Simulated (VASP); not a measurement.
AlN:

```xyz
2
Lattice="0.0000 2.1840 2.1840 2.1840 0.0000 2.1840 2.1840 2.1840 0.0000" Properties=species:S:1:pos:R:3 pbc="T T T"
Al    0.0000    0.0000    0.0000
N     3.2760    3.2760    3.2760
```

```yaml
Program: VASP 6.6.1
Task: relaxation of cell and atoms
Functional: PBE
Potentials_or_basis: VASP PAW PBE potentials, release 64 (Al, N)
Cutoff: 600 eV
k_mesh: 8 × 8 × 8
Occupations: methfessel-paxton, width 0.1 eV
Spin: no spin polarisation
```

At the start: pressure 4.5 GPa; volume 10.42 Å³/atom.

Where does the relaxation end?

Over 3 steps the energy falls by 3.2 meV/atom and the volume is 10.65 Å³/atom (+2.2 %); space group F-43m (No. 216, to 0.05 Å).

Step by step:
| step | energy change (eV) | largest force (eV/Å) | pressure (GPa) | volume (Å³) |
| --- | --- | --- | --- | --- |
| 1 | 0.0000 | 0.0000 | 4.48 | 20.83 |
| 2 | -0.0014 | 0.0000 | -3.67 | 21.72 |
| 3 | -0.0064 | 0.0000 | 0.00 | 21.30 |

Final structure:
```xyz
2
Lattice="0.0000 2.2002 2.2002 2.2002 0.0000 2.2002 2.2002 2.2002 0.0000" Properties=species:S:1:pos:R:3 pbc="T T T"
Al    0.0000    0.0000    0.0000
N     3.3003    3.3003    3.3003
```
